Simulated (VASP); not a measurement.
Input of a VASP 6.6.1 run:

The input POSCAR:

```
ZrS
1.0
    0.0000000000      2.6126780998      2.6126780998
    2.6126780998      0.0000000000      2.6126780998
    2.6126780998      2.6126780998      0.0000000000
Zr S
1 1
Direct
    0.5000000000      0.5000000000      0.5000000000
    0.0000000000      0.0000000000      0.0000000000
```

File INCAR.step1:

```
SYSTEM = ZrS
PREC = Accurate
ENCUT = 520
ISMEAR = 0
SIGMA = 0.1
LREAL = .False.
LASPH = .True.
NELM = 80
NBANDS = 16
GGA = PE
ALGO = Normal
EDIFF = 1E-4
LWAVE = .True.
LCHARG = .False.
```

INCAR.step2

```
SYSTEM = ZrS
PREC = Accurate
ENCUT = 520
EDIFF = 1E-6
ISMEAR = 0
SIGMA = 0.1
LREAL = .False.
LASPH = .True.
NELM = 80
ALGO = Normal
ISIF = 2
LWAVE = .False.
LCHARG = .False.
METAGGA = R2SCAN
LMIXTAU = .True.
NBANDS = 16
ISTART = 1
```

File KPOINTS:

```
regular mesh
0
Gamma
  14 14 14
  0 0 0
```

Potentials or basis: VASP PAW PBE potentials, release 64 (Zr_sv, S).

The run is started by

```console
$ cat potpaw_PBE.64/Zr_sv/POTCAR potpaw_PBE.64/S/POTCAR > POTCAR
$ cp INCAR.step1 INCAR
$ mpirun -np 1 vasp_std > vasp.out
$ cp INCAR.step2 INCAR
$ mpirun -np 1 vasp_std > vasp.out
```

Q: Predict the band gap on the k mesh.

A: Zero (band 9 reaches 12.64 eV, above the bottom of band 10 at 9.66 eV).

Q: Estimate the pressure.

A: -0.1 GPa.

Caveat: the PAW data sets were made with another functional, which shifts forces and pressure a little.
